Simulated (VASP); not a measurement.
Here is a VASP 6.6.1 calculation.

Contents of INCAR:

```
PREC = Accurate ; ENCUT = 520
EDIFF = 1E-6 ; ISMEAR = -1
SIGMA = 0.05 ; LREAL = False
LASPH = True ; NELM = 80
ALGO = Normal ; ISIF = 2
LWAVE = False ; LCHARG = False
GGA = PE ; NBANDS = 30
```

KPOINTS

```
regular mesh
0
Gamma
  10 10 4
```

Contents of POSCAR:

```
Ga2O3
1.0
    2.7183256975     -1.5703395183      0.0000000000
    2.7183256975      1.5703395183      0.0000000000
   -0.0224331830      0.0000000000      7.7892420287
Ga O
2 3
Direct
    0.6668480600      0.6668480600      0.3103706900
    0.3331519400      0.3331519400      0.6896293100
    0.0000000000      0.0000000000      0.5000000000
    0.6681968600      0.6681968600      0.8236547200
    0.3318031400      0.3318031400      0.1763452800
```

Potentials or basis: VASP PAW PBE potentials, release 64 (Ga_d, O).

The run is started by

```bash
$ cat potpaw_PBE.64/Ga_d/POTCAR potpaw_PBE.64/O/POTCAR > POTCAR
$ mpirun -np 1 vasp_std > vasp.out
```

Q: Estimate the largest force.

A: 3.576 eV/Å.

Q: Estimate the pressure.

A: -20.9 GPa.

Q: Predict the band gap on the k mesh.

A: 1.33 eV.

Stress tensor (GPa, compression positive):
```
-19.39   0.00  -0.12
  0.00 -19.39   0.00
 -0.12   0.00 -24.06
```

Caveat: the cell stands under tension; forces of over 1 eV/Å act on the atoms, so gaps and moduli don't describe the material at rest. A k mesh can miss the band edges.
